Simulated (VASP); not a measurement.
Runs of VASP 6.6.1 on Hg. The structure is that of space group Im-3m (No. 229), or close to it. The cells are those of the table. 

```csv
cell,gap on the mesh (eV),pressure (GPa)
"a = 5.713 Å, angles 109.5°, 1 atom",4.65,0.0
"a = 5.550 Å, angles 109.5°, 1 atom",4.52,0.0
"a = 5.792 Å, angles 109.5°, 1 atom",(b),0.0
"a = 5.942 Å, angles 109.5°, 1 atom",(a),0.0
"a = 5.868 Å, angles 109.5°, 1 atom",4.75,0.0
```

Alike in all rows: task single point; level BLYP; potentials or basis VASP PAW PBE potentials, release 64 (Hg); no spin polarisation; k mesh 8 × 8 × 8; cutoff (eV) 520; smearing fermi-dirac 0.1 eV.

Q: Fill in the values left out.

A: (a) 4.79; (b) 4.70.

Caveats: the PAW data sets were made with another functional, which shifts forces and pressure a little; spin-orbit coupling is left out, which moves the levels of the heavy elements.

A k mesh can miss the band edges, and the runs leave out spin-orbit coupling on Hg.
